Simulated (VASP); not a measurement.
A run of VASP 6.6.1:

The input INCAR:

```
SYSTEM = TaSiF
ALGO     = Normal         ! electronic algorithm
EDIFF    = 1E-6           ! SCF threshold, eV
ENCUT    = 520            ! plane-wave cutoff, eV
GGA      = PE             ! functional
ISIF     = 2              ! what is computed and relaxed
ISMEAR   = 0              ! smearing method
LASPH    = .True.         ! aspherical terms in the spheres
LCHARG   = .False.        ! write CHGCAR
LREAL    = .False.        ! projectors in reciprocal space
LWAVE    = .False.        ! write WAVECAR
NBANDS   = 18             ! bands
NELM     = 100            ! most SCF steps
PREC     = Accurate       ! precision mode
SIGMA    = 0.1            ! smearing width, eV
```

KPOINTS

```
k-points
0
Gamma
  4 4 6
  0 0 0
```

Contents of POSCAR:

```
TaSiF
1.0
    4.0871685300      0.0000000000      0.0000000000
    0.0000000000      4.0871685300      0.0000000000
    0.0000000000      0.0000000000      2.9025694700
Ta Si F
1 1 1
Direct
    0.5000000000      0.5000000000      0.0877364800
    0.0000000000      0.0000000000      0.1107625800
    0.5000000000      0.5000000000      0.6019651300
```

Potentials or basis: VASP PAW PBE potentials, release 64 (Ta_pv, Si, F).

Command:

```sh
$ cat potpaw_PBE.64/Ta_pv/POTCAR potpaw_PBE.64/Si/POTCAR potpaw_PBE.64/F/POTCAR > POTCAR
$ mpirun -np 1 vasp_std > vasp.out
```

Hardware: 1 thread of Intel(R) Xeon(R) Platinum 8488C (Sapphire Rapids), with other jobs on the host.

Question: How long does it take, and how much memory?

Answer: Wall time 17 s on 1 thread of Intel(R) Xeon(R) Platinum 8488C (Sapphire Rapids), on a shared host, peak memory 0.17 GiB. Counts: scf iterations 13, k points 24.
